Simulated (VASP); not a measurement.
# Cu (P6_3/mmc) in VASP: further runs

The runs below take Cu through single point, relaxation of the atoms, with PBE, LDA.

Program: VASP 6.6.1. These are calculated values, not measurements. Logs are shortened: lines on timing, memory, paths and dates and some standing lists are left out, and cuts for length are marked.

## 1. The cell of the first run

The structure is hexagonal, space group P6_3/mmc (No. 194). The conventional cell has a = 2.534 Å, b = 2.534 Å, c = 4.113 Å, α = 90.00°, β = 90.00°, γ = 120.00°. Within 3.3 Å of Cu (site symmetry -6m2) lie 12 Cu at 2.52 to 2.53 Å.

## 2. Single point, PBE

File INCAR:

```
SYSTEM = Cu
ALGO = Normal ; EDIFF = 1E-6
ENCUT = 600 ; GGA = PE
GGA_COMPAT = .False. ; ISIF = 2
ISMEAR = 0 ; LASPH = .True.
LCHARG = .False. ; LREAL = .False.
LWAVE = .False. ; NBANDS = 18
NELM = 120 ; PREC = Accurate
SIGMA = 0.1
```

File KPOINTS:

```
k-points
0
Gamma
  6 6 4
  0 0 0
```

File POSCAR:

```
Cu
1.0
    2.5340966698      0.0000000000      0.0000000000
   -1.2670483349      2.1945920917      0.0000000000
    0.0000000000      0.0000000000      4.1125710000
Cu
2
Direct
    0.4563333333      0.7016666667      0.5900000000
    0.7896666667      0.3683333333      1.0900000000
```

Potentials or basis: VASP PAW PBE potentials, release 64 (Cu).

Started as:

```console
$ cat potpaw_PBE.64/Cu/POTCAR > POTCAR
$ mpirun -np 1 vasp_std > vasp.out
```

OUTCAR:

```text
SYSTEM = Cu
   EDIFF = 1E-6
   ENCUT = 600
   GGA = PE
   ISIF = 2
   ISMEAR = 0
   LASPH = .True.
   LREAL = .False.
   NELM = 120
   PREC = Accurate

 ion  position               nearest neighbor table
   1  0.456  0.702  0.590-   2 2.52   2 2.52   2 2.52   2 2.52   2 2.52   2 2.52
   2  0.790  0.368  0.090-   1 2.52   1 2.52   1 2.52   1 2.52   1 2.52   1 2.52

  LATTYP: Found a hexagonal cell.
 ALAT       =     2.5340966698
 C/A-ratio  =     1.6228942838

  Lattice vectors:

 A1 = (   2.5340966698,   0.0000000000,   0.0000000000)
 A2 = (  -1.2670483349,   2.1945920917,   0.0000000000)
 A3 = (   0.0000000000,   0.0000000000,   4.1125710000)

Analysis of symmetry for initial positions (statically):
=====================================================================
 Subroutine PRICEL returns:
 Original cell was already a primitive cell.

 Routine SETGRP: Setting up the symmetry group for a
 hexagonal supercell.

 Subroutine GETGRP returns: Found 24 space group operations
 (whereof  1 operations were pure point group operations)
 out of a pool of 24 trial point group operations.

The static configuration has the point symmetry C_1 .
 The point group associated with its full space group is D_6h.

Analysis of symmetry for dynamics (positions and initial velocities):
=====================================================================
 Subroutine PRICEL returns:
 Original cell was already a primitive cell.

 Routine SETGRP: Setting up the symmetry group for a
 hexagonal supercell.

 Subroutine GETGRP returns: Found 24 space group operations
 (whereof  1 operations were pure point group operations)
 out of a pool of 24 trial point group operations.

The dynamic configuration has the point symmetry C_1 .
 The point group associated with its full space group is D_6h.

 Subroutine INISYM returns: Found 24 space group operations
 (whereof  1 operations are pure point group operations),
 and found     1 'primitive' translations

----------------------------------------------------------------------------------------

                                     Primitive cell

  volume of cell :      22.8713

  direct lattice vectors                    reciprocal lattice vectors
     2.534096670  0.000000000  0.000000000     0.394617937  0.227832772  0.000000000
    -1.267048335  2.194592092  0.000000000     0.000000000  0.455665544  0.000000000
     0.000000000  0.000000000  4.112571000     0.000000000  0.000000000  0.243156896

  length of vectors
     2.534096670  2.534096670  4.112571000     0.455665544  0.455665544  0.243156896

  position of ions in fractional coordinates (direct lattice)
     0.456333333  0.701666667  0.590000000
     0.789666667  0.368333333  0.090000000

  ion indices of the primitive-cell ions
   primitive index   ion index
                 1           1
                 2           2

----------------------------------------------------------------------------------------

 KPOINTS: k-points

Automatic generation of k-mesh.
 Grid dimensions read from file:
 generate k-points for:    6    6    4

 Generating k-lattice:

  Cartesian coordinates                     Fractional coordinates (reciprocal lattice)
     0.065769656  0.037972129  0.000000000     0.166666667 -0.000000000  0.000000000
     0.000000000  0.075944257  0.000000000     0.000000000  0.166666667  0.000000000
     0.000000000  0.000000000  0.060789224     0.000000000  0.000000000  0.250000000

  Length of vectors
     0.075944257  0.075944257  0.060789224

  Shift w.r.t. Gamma in fractional coordinates (k-lattice)
     0.000000000  0.000000000  0.000000000

 Subroutine IBZKPT returns following result:
 ===========================================

 Found     21 irreducible k-points:

 Following reciprocal coordinates:
            Coordinates               Weight
  0.000000  0.000000  0.000000      1.000000
  0.166667 -0.000000  0.000000      6.000000
  0.333333 -0.000000  0.000000      6.000000
  0.500000 -0.000000  0.000000      3.000000
  0.166667  0.166667  0.000000      6.000000
  0.333333  0.166667  0.000000     12.000000
[... 13 lines left out ...]
  0.333333  0.166667  0.500000     12.000000
  0.333333  0.333333  0.500000      2.000000
   k-points           NKPTS =     21   k-points in BZ     NKDIM =     21   number of bands    NBANDS=     18
   number of dos      NEDOS =    301   number of ions     NIONS =      2
   total plane-waves  NPLWV =  14400
   dimension x,y,z NGX =    20 NGY =   20 NGZ =   36
   dimension x,y,z NGXF=    40 NGYF=   40 NGZF=   72
   ions per type =               2
   NGX,Y,Z   is equivalent  to a cutoff of  13.12, 13.12, 14.55 a.u.
   NGXF,Y,Z  is equivalent  to a cutoff of  26.24, 26.24, 29.11 a.u.
 SYSTEM =  Cu
   PREC   = accura    normal or accurate (medium, high low for compatibility)
   ISTART =      0    job   : 0-new  1-cont  2-samecut
   ICHARG =      2    charge: 1-file 2-atom 10-const
   ISPIN  =      1    spin polarized calculation?
   LNONCOLLINEAR =      F non collinear calculations
   LSORBIT =      F    spin-orbit coupling
   LASPH  =      T    aspherical Exc in radial PAW
   ENCUT  =  600.0 eV  44.10 Ry    6.64 a.u.   5.06  5.06  8.21*2*pi/ulx,y,z
   NELM   =    120;   NELMIN=  2; NELMDL= -5     # of ELM steps
   EDIFF  = 0.1E-05   stopping-criterion for ELM
   LREAL  =      F    real-space projection
   EDIFFG = 0.1E-04   stopping-criterion for IOM
   NSW    =      0    number of steps for IOM
   IBRION =     -1    ionic relax: 0-MD 1-quasi-New 2-CG
   NFREE  =      0    steps in history (QN), initial steepest desc. (CG)
   ISIF   =      2    stress and relaxation
   ISYM   =      2    0-nonsym 1-usesym 2-fastsym
   POTIM  = 0.5000    time-step for ionic-motion
   TEBEG  =    0.0;   TEEND  =   0.0 temperature during run
   PSTRESS=    0.0 pullay stress
   NELECT =      22.0000    total number of electrons
   NUPDOWN=      -1.0000    fix difference up-down
   EMIN   =  10.00;   EMAX   =-10.00  energy-range for DOS
   EFERMI =   0.00;   METHOD = LEGACY
   ISMEAR =     0;   SIGMA  =   0.10  broadening in eV -4-tet -1-fermi 0-gaus
   EFERMI_NEDOS =   21; number of points for ismear=-14 and -15
   IALGO  =     38    algorithm
   IMIX   =      4    mixing-type and parameters
     AMIX     =   0.40;   BMIX     =  1.00
     AMIX_MAG =   1.60;   BMIX_MAG =  1.00
  volume/ion in A,a.u.               =      11.44        77.17
  Fermi-wavevector in a.u.,A,eV,Ry     =   1.616041  3.053874 35.532800  2.611587
  Thomas-Fermi vector in A             =   2.710691
   LORBIT       =      0    0 simple, 1 ext, 2 COOP (PROOUT), +10 PAW based schemes
   GGA     = PE    functional components
   LHFCALC =     F    Hartree Fock is set to
   AEXX    =    0.0000 exact exchange contribution
   IVDW    =     0    specifies the selected vdW correction
   LEPSILON=     F    determine dielectric tensor
   LRPA    =     F    only Hartree local field effects (RPA)
 non-spin polarized calculation
 Gauss-broadening in eV      SIGMA  =   0.10
  energy-cutoff  :      600.00
  volume of cell :       22.87
 maximum number of plane-waves:       780
   NGX = 11   NGY = 11   NGZ = 17

 number of electron      22.0000006 magnetization

 Free energy of the ion-electron system (eV)
  ---------------------------------------------------
  ext. energy  EPLUGINS =         0.00000000
  ---------------------------------------------------
  free energy    TOTEN  =        -7.35806216 eV

  energy without entropy =       -7.34821265  energy(sigma->0) =       -7.35313740

 E-fermi :   7.8830     XC(G=0): -12.9143

 val. band max:        7.8513794632   @ k =   0.3333   0.1667   0.2500
 cond. band min:       7.9746017453   @ k =   0.5000  -0.0000   0.0000
 fundamental gap:      0.1232222821
 Fermi energy:         7.8830187885

 k-point     1 :       0.0000    0.0000    0.0000
  band No.  band energies     occupation
      1      -1.6080      2.00000
      2       2.7390      2.00000
      3       4.8793      2.00000
      4       4.9247      2.00000
      5       4.9247      2.00000
      6       5.1483      2.00000
[... 10 lines left out ...]
     17      31.7570      0.00000
     18      31.7570      0.00000

 k-point     2 :       0.1667   -0.0000    0.0000
  band No.  band energies     occupation
      1      -0.7095      2.00000
      2       3.1982      2.00000
      3       4.5421      2.00000
      4       4.7240      2.00000
      5       4.9776      2.00000
      6       5.2420      2.00000
[... 10 lines left out ...]
     17      30.0126      0.00000
     18      31.8842      0.00000

 k-point     3 :       0.3333   -0.0000    0.0000
  band No.  band energies     occupation
      1       1.5979      2.00000
      2       3.5017      2.00000
      3       3.7895      2.00000
      4       4.4372      2.00000
      5       4.9488      2.00000
      6       4.9780      2.00000
[... 10 lines left out ...]
     17      23.8353      0.00000
     18      27.8126      0.00000

 k-point     4 :       0.5000   -0.0000    0.0000
  band No.  band energies     occupation
      1       3.0024      2.00000
      2       3.2547      2.00000
      3       3.4942      2.00000
      4       4.8189      2.00000
      5       4.8349      2.00000
      6       4.9535      2.00000
[... 10 lines left out ...]
     17      21.2268      0.00000
     18      27.3042      0.00000

 k-point     5 :       0.1667    0.1667    0.0000
  band No.  band energies     occupation
      1       0.9379      2.00000
      2       3.7242      2.00000
      3       4.0305      2.00000
      4       4.1590      2.00000
      5       4.8628      2.00000
      6       4.9329      2.00000
[... 10 lines left out ...]
     17      26.9634      0.00000
     18      27.7614      0.00000

 k-point     6 :       0.3333    0.1667    0.0000
  band No.  band energies     occupation
      1       3.0519      2.00000
      2       3.6071      2.00000
      3       3.6255      2.00000
      4       4.2663      2.00000
      5       4.7095      2.00000
      6       4.9706      2.00000
[... 10 lines left out ...]
     17      21.5586      0.00000
     18      25.3732      0.00000

 k-point     7 :       0.3333    0.3333    0.0000
  band No.  band energies     occupation
      1       3.6537      2.00000
      2       3.7886      2.00000
      3       3.7886      2.00000
      4       4.0556      2.00000
      5       4.7125      2.00000
      6       4.7125      2.00000
[... 10 lines left out ...]
     17      21.2772      0.00000
     18      21.2772      0.00000

 k-point     8 :       0.0000    0.0000    0.2500
  band No.  band energies     occupation
      1      -1.0265      2.00000
      2       2.3079      2.00000
      3       4.7702      2.00000
      4       4.8506      2.00000
      5       4.8506      2.00000
      6       5.0413      2.00000
[... 10 lines left out ...]
     17      30.6703      0.00000
     18      31.4111      0.00000
[... 166 lines left out ...]
     17      28.5688      0.00000
     18      28.5688      0.00000

 k-point    17 :       0.3333   -0.0000    0.5000
  band No.  band energies     occupation
      1       2.7196      2.00000
      2       2.7196      2.00000
      3       4.1515      2.00000
      4       4.1515      2.00000
      5       5.2684      2.00000
      6       5.2684      2.00000
[... 10 lines left out ...]
     17      25.5148      0.00000
     18      25.5148      0.00000

 k-point    18 :       0.5000   -0.0000    0.5000
  band No.  band energies     occupation
      1       2.9626      2.00000
      2       2.9626      2.00000
      3       4.0316      2.00000
      4       4.0316      2.00000
      5       5.5159      2.00000
      6       5.5159      2.00000
[... 10 lines left out ...]
     17      26.0184      0.00000
     18      26.0184      0.00000

 k-point    19 :       0.1667    0.1667    0.5000
  band No.  band energies     occupation
      1       2.5361      2.00000
      2       2.5361      2.00000
      3       4.2728      2.00000
      4       4.2728      2.00000
      5       4.6447      2.00000
      6       4.6447      2.00000
[... 10 lines left out ...]
     17      23.4634      0.00000
     18      23.4634      0.00000

 k-point    20 :       0.3333    0.1667    0.5000
  band No.  band energies     occupation
      1       3.2695      2.00000
      2       3.2695      2.00000
      3       4.2105      2.00000
      4       4.2105      2.00000
      5       4.9349      2.00000
      6       4.9349      2.00000
[... 10 lines left out ...]
     17      25.9828      0.00000
     18      25.9828      0.00000

 k-point    21 :       0.3333    0.3333    0.5000
  band No.  band energies     occupation
      1       3.9297      2.00000
      2       3.9297      2.00000
      3       4.0424      2.00000
      4       4.0424      2.00000
      5       4.5957      2.00000
      6       4.5958      2.00000
[... 10 lines left out ...]
     17      28.7337      0.00000
     18      28.7337      0.00000

------------------------ aborting loop because EDIFF is reached ----------------------------------------

  FORCE on cell =-STRESS in cart. coord.  units (eV):
  Direction    XX          YY          ZZ          XY          YZ          ZX
  --------------------------------------------------------------------------------------
  -------------------------------------------------------------------------------------
  Total        1.2584968      1.2584968      0.9998616      0.0000000      0.0000000      0.0000000
  in kB       88.1601428     88.1601428     70.0422489      0.0000000      0.0000000      0.0000000
  external PRESSURE =      82.1208448 kB  Pullay stress =       0.0000000 kB

 VOLUME and BASIS-vectors are now :
 -----------------------------------------------------------------------------
  energy-cutoff  :      600.00
  volume of cell :       22.87
      direct lattice vectors                 reciprocal lattice vectors
     2.534096670  0.000000000  0.000000000     0.394617937  0.227832772  0.000000000
    -1.267048335  2.194592092  0.000000000     0.000000000  0.455665544  0.000000000
     0.000000000  0.000000000  4.112571000     0.000000000  0.000000000  0.243156896

 POSITION                                       TOTAL-FORCE (eV/Angst)
 -----------------------------------------------------------------------------------
      0.26735      1.53987      2.42642         0.000000      0.000000      0.000000
      1.53440      0.80834      0.37013        -0.000000     -0.000000      0.000000
 -----------------------------------------------------------------------------------
    total drift:                                0.000014     -0.000030     -0.000031

  FREE ENERGIE OF THE ION-ELECTRON SYSTEM (eV)
  ---------------------------------------------------
  free  energy   TOTEN  =        -7.3580621562 eV

  energy  without entropy=       -7.3482126471  energy(sigma->0) =       -7.35313740
```

Run time: 14 s. Hardware: 1 thread of Intel Xeon Platinum 8375C at 2.90GHz (Ice Lake), shared host; peak memory 0.14 GiB.

Results:

```yaml
Free_energy: -7.3581 eV
Pressure: 8.2 GPa
Band_gap_on_the_k_mesh: zero (band 11 reaches 12.08 eV, above the bottom of band 12 at 5.99 eV)
```

Caveat: the k points lie up to 0.48 Å⁻¹ apart.

(Continued in part 2 of 2.)
